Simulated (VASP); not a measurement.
# Hf3H (Pm-3m) in VASP: a series of runs, part 2 of 3

VASP 6.6.1. Earlier steps stand in the parts before.

## 5. Single point, PBE

This run uses another cell than the first one, of 18.90 Å³/atom.

Contents of INCAR:

```
PREC = Accurate ; ENCUT = 520
EDIFF = 1E-7 ; ISMEAR = 0
SIGMA = 0.1 ; LREAL = False
LASPH = True ; NELM = 100
ALGO = Normal ; ISIF = 2
LWAVE = False ; LCHARG = True
GGA = PE ; LELF = True
LVHAR = True ; NBANDS = 24
```

Contents of KPOINTS:

```
regular mesh
0
Gamma
  12 12 12
```

Contents of POSCAR:

```
Hf3H
1.0
    4.2281150930      0.0000000000      0.0000000000
    0.0000000000      4.2281150930      0.0000000000
    0.0000000000      0.0000000000      4.2281150930
Hf H
3 1
Direct
    0.0000000000      0.5000000000      0.5000000000
    0.5000000000      0.0000000000      0.5000000000
    0.5000000000      0.5000000000      0.0000000000
    0.0000000000      0.0000000000      0.0000000000
```

Potentials or basis: VASP PAW PBE potentials, release 64 (Hf_pv, H).

On the command line:

```bash
cat potpaw_PBE.64/Hf_pv/POTCAR potpaw_PBE.64/H/POTCAR > POTCAR
mpirun -np 1 vasp_std > vasp.out
```

OUTCAR:

```text
PREC = Accurate
   ENCUT = 520
   EDIFF = 1E-7
   ISMEAR = 0
   LREAL = False
   LASPH = True
   NELM = 100
   ISIF = 2
   GGA = PE

 ion  position               nearest neighbor table
   1  0.000  0.500  0.500-   2 2.99   3 2.99   3 2.99   2 2.99   2 2.99   3 2.99   3 2.99   2 2.99

   2  0.500  0.000  0.500-   1 2.99   3 2.99   3 2.99   1 2.99   3 2.99   3 2.99   1 2.99   1 2.99

   3  0.500  0.500  0.000-   1 2.99   2 2.99   1 2.99   2 2.99   2 2.99   2 2.99   1 2.99   1 2.99

   4  0.000  0.000  0.000-

  LATTYP: Found a simple cubic cell.
 ALAT       =     4.2281150930

  Lattice vectors:

 A1 = (   4.2281150930,   0.0000000000,   0.0000000000)
 A2 = (   0.0000000000,   4.2281150930,   0.0000000000)
 A3 = (   0.0000000000,   0.0000000000,   4.2281150930)

Analysis of symmetry for initial positions (statically):
=====================================================================
 Subroutine PRICEL returns:
 Original cell was already a primitive cell.

 Routine SETGRP: Setting up the symmetry group for a
 simple cubic supercell.

 Subroutine GETGRP returns: Found 48 space group operations
 (whereof 48 operations were pure point group operations)
 out of a pool of 48 trial point group operations.

The static configuration has the point symmetry O_h .

Analysis of symmetry for dynamics (positions and initial velocities):
=====================================================================
 Subroutine PRICEL returns:
 Original cell was already a primitive cell.

 Routine SETGRP: Setting up the symmetry group for a
 simple cubic supercell.

 Subroutine GETGRP returns: Found 48 space group operations
 (whereof 48 operations were pure point group operations)
 out of a pool of 48 trial point group operations.

The dynamic configuration has the point symmetry O_h .

 Subroutine INISYM returns: Found 48 space group operations
 (whereof 48 operations are pure point group operations),
 and found     1 'primitive' translations

----------------------------------------------------------------------------------------

                                     Primitive cell

  volume of cell :      75.5858

  direct lattice vectors                    reciprocal lattice vectors
     4.228115093  0.000000000  0.000000000     0.236512010  0.000000000  0.000000000
     0.000000000  4.228115093  0.000000000     0.000000000  0.236512010  0.000000000
     0.000000000  0.000000000  4.228115093     0.000000000  0.000000000  0.236512010

  length of vectors
     4.228115093  4.228115093  4.228115093     0.236512010  0.236512010  0.236512010

  position of ions in fractional coordinates (direct lattice)
     0.000000000  0.500000000  0.500000000
     0.500000000  0.000000000  0.500000000
     0.500000000  0.500000000  0.000000000
     0.000000000  0.000000000  0.000000000

  ion indices of the primitive-cell ions
   primitive index   ion index
                 1           1
                 2           2
                 3           3
                 4           4

----------------------------------------------------------------------------------------

 KPOINTS: regular mesh

Automatic generation of k-mesh.
 Grid dimensions read from file:
 generate k-points for:   12   12   12

 Generating k-lattice:

  Cartesian coordinates                     Fractional coordinates (reciprocal lattice)
     0.019709334  0.000000000  0.000000000     0.083333333  0.000000000  0.000000000
     0.000000000  0.019709334  0.000000000     0.000000000  0.083333333  0.000000000
     0.000000000  0.000000000  0.019709334     0.000000000  0.000000000  0.083333333

  Length of vectors
     0.019709334  0.019709334  0.019709334

  Shift w.r.t. Gamma in fractional coordinates (k-lattice)
     0.000000000  0.000000000  0.000000000

 Subroutine IBZKPT returns following result:
 ===========================================

 Found     84 irreducible k-points:

 Following reciprocal coordinates:
            Coordinates               Weight
  0.000000  0.000000  0.000000      1.000000
  0.083333  0.000000  0.000000      6.000000
  0.166667  0.000000  0.000000      6.000000
  0.250000  0.000000  0.000000      6.000000
  0.333333  0.000000  0.000000      6.000000
  0.416667  0.000000  0.000000      6.000000
[... 16 lines left out ...]
  0.333333  0.333333  0.000000     12.000000
  0.416667  0.333333  0.000000     24.000000
 [... further k-points ...]
   k-points           NKPTS =     84   k-points in BZ     NKDIM =     84   number of bands    NBANDS=     24
   number of dos      NEDOS =    301   number of ions     NIONS =      4
   total plane-waves  NPLWV =  32768
   dimension x,y,z NGX =    32 NGY =   32 NGZ =   32
   dimension x,y,z NGXF=    64 NGYF=   64 NGZF=   64
   ions per type =               3   1
   NGX,Y,Z   is equivalent  to a cutoff of  12.58, 12.58, 12.58 a.u.
   NGXF,Y,Z  is equivalent  to a cutoff of  25.16, 25.16, 25.16 a.u.
 SYSTEM =  unknown system
   PREC   = accura    normal or accurate (medium, high low for compatibility)
   ISTART =      0    job   : 0-new  1-cont  2-samecut
   ICHARG =      2    charge: 1-file 2-atom 10-const
   ISPIN  =      1    spin polarized calculation?
   LNONCOLLINEAR =      F non collinear calculations
   LSORBIT =      F    spin-orbit coupling
   LASPH  =      T    aspherical Exc in radial PAW
   ENCUT  =  520.0 eV  38.22 Ry    6.18 a.u.   7.86  7.86  7.86*2*pi/ulx,y,z
   NELM   =    100;   NELMIN=  2; NELMDL= -5     # of ELM steps
   EDIFF  = 0.1E-06   stopping-criterion for ELM
   LREAL  =      F    real-space projection
   EDIFFG = 0.1E-05   stopping-criterion for IOM
   NSW    =      0    number of steps for IOM
   IBRION =     -1    ionic relax: 0-MD 1-quasi-New 2-CG
   NFREE  =      0    steps in history (QN), initial steepest desc. (CG)
   ISIF   =      2    stress and relaxation
   ISYM   =      2    0-nonsym 1-usesym 2-fastsym
   POTIM  = 0.5000    time-step for ionic-motion
   TEBEG  =    0.0;   TEEND  =   0.0 temperature during run
   PSTRESS=    0.0 pullay stress
   NELECT =      31.0000    total number of electrons
   NUPDOWN=      -1.0000    fix difference up-down
   EMIN   =  10.00;   EMAX   =-10.00  energy-range for DOS
   EFERMI =   0.00;   METHOD = LEGACY
   ISMEAR =     0;   SIGMA  =   0.10  broadening in eV -4-tet -1-fermi 0-gaus
   EFERMI_NEDOS =   21; number of points for ismear=-14 and -15
   IALGO  =     38    algorithm
   IMIX   =      4    mixing-type and parameters
     AMIX     =   0.40;   BMIX     =  1.00
     AMIX_MAG =   1.60;   BMIX_MAG =  1.00
  volume/ion in A,a.u.               =      18.90       127.52
  Fermi-wavevector in a.u.,A,eV,Ry     =   1.216322  2.298515 20.128995  1.479439
  Thomas-Fermi vector in A             =   2.351680
   LORBIT       =      0    0 simple, 1 ext, 2 COOP (PROOUT), +10 PAW based schemes
   GGA     = PE    functional components
   LHFCALC =     F    Hartree Fock is set to
   AEXX    =    0.0000 exact exchange contribution
   IVDW    =     0    specifies the selected vdW correction
   LEPSILON=     F    determine dielectric tensor
   LRPA    =     F    only Hartree local field effects (RPA)
 non-spin polarized calculation
 Gauss-broadening in eV      SIGMA  =   0.10
  energy-cutoff  :      520.00
  volume of cell :       75.59
 maximum number of plane-waves:      2054
 NGX is ok and might be reduce to    32
   NGX = 15   NGY = 15   NGZ = 15

 number of electron      30.9999990 magnetization

 Free energy of the ion-electron system (eV)
  ---------------------------------------------------
  ext. energy  EPLUGINS =         0.00000000
  ---------------------------------------------------
  free energy    TOTEN  =       -29.97225615 eV

  energy without entropy =      -29.95098437  energy(sigma->0) =      -29.96162026

 E-fermi :   4.1125     XC(G=0): -10.8426

 val. band max:        4.1116294474   @ k =   0.4167   0.4167   0.1667
 cond. band min:       4.1325651779   @ k =   0.5000   0.1667   0.1667
 fundamental gap:      0.0209357305
 Fermi energy:         4.1125300320

 k-point     1 :       0.0000    0.0000    0.0000
  band No.  band energies     occupation
      1     -26.7180      2.00000
      2     -26.7180      2.00000
      3     -26.7180      2.00000
      4     -26.2082      2.00000
      5     -26.2082      2.00000
      6     -26.2082      2.00000
[... 16 lines left out ...]
     23       7.6523      0.00000
     24       9.9253      0.00000
[... 598 lines left out ...]
      2     -26.5491      2.00000
      3     -26.4231      2.00000
      4     -26.3368      2.00000
      5     -26.2832      2.00000
      6     -26.2564      2.00000
[... 16 lines left out ...]
     23       7.5992      0.00000
     24       7.8356      0.00000

 [... further k-points ...]
[... 5 lines left out ...]
  --------------------------------------------------------------------------------------
  -------------------------------------------------------------------------------------
  Total       -0.1572867     -0.1572867     -0.1572867     -0.0000000      0.0000000     -0.0000000
  in kB       -3.3339734     -3.3339734     -3.3339734     -0.0000000      0.0000000     -0.0000000
  external PRESSURE =      -3.3339734 kB  Pullay stress =       0.0000000 kB

 VOLUME and BASIS-vectors are now :
 -----------------------------------------------------------------------------
  energy-cutoff  :      520.00
  volume of cell :       75.59
      direct lattice vectors                 reciprocal lattice vectors
     4.228115093  0.000000000  0.000000000     0.236512010  0.000000000  0.000000000
     0.000000000  4.228115093  0.000000000     0.000000000  0.236512010  0.000000000
     0.000000000  0.000000000  4.228115093     0.000000000  0.000000000  0.236512010

 POSITION                                       TOTAL-FORCE (eV/Angst)
 -----------------------------------------------------------------------------------
      0.00000      2.11406      2.11406         0.000000      0.000000      0.000000
      2.11406      0.00000      2.11406         0.000000      0.000000      0.000000
      2.11406      2.11406      0.00000         0.000000      0.000000      0.000000
      0.00000      0.00000      0.00000         0.000000      0.000000      0.000000
 -----------------------------------------------------------------------------------
    total drift:                                0.000000     -0.000000     -0.000000

  FREE ENERGIE OF THE ION-ELECTRON SYSTEM (eV)
  ---------------------------------------------------
  free  energy   TOTEN  =       -29.9722561507 eV

  energy  without entropy=      -29.9509843700  energy(sigma->0) =      -29.96162026
```

stdout:

```text
POSCAR found type information on POSCAR HfH
 POSCAR found :  2 types and       4 ions
 scaLAPACK will be used
 LDA part: xc-table for (Slater+PW92), standard interpolation
 POSCAR, INCAR and KPOINTS ok, starting setup
 FFT: planning ... GRIDC
 FFT: planning ... GRID_SOFT
 FFT: planning ... GRID
 WAVECAR not read
 entering main loop
```

Wall time 54 s (1 thread of AMD EPYC 9R45 (Zen 5), shared host); peak memory 0.23 GiB.

What came out:

| Item | Value |
| --- | --- |
| Free energy | -29.9723 eV |
| Pressure | -0.3 GPa |
| Band gap on the k mesh | zero (an odd number of electrons rules out a gap without spin polarisation) |

Caveat: spin-orbit coupling is left out, which moves the levels of the heavy elements.

(Continued in part 3 of 3.)

The gap in the log of VASP goes by the Fermi energy; the results here count the filled bands.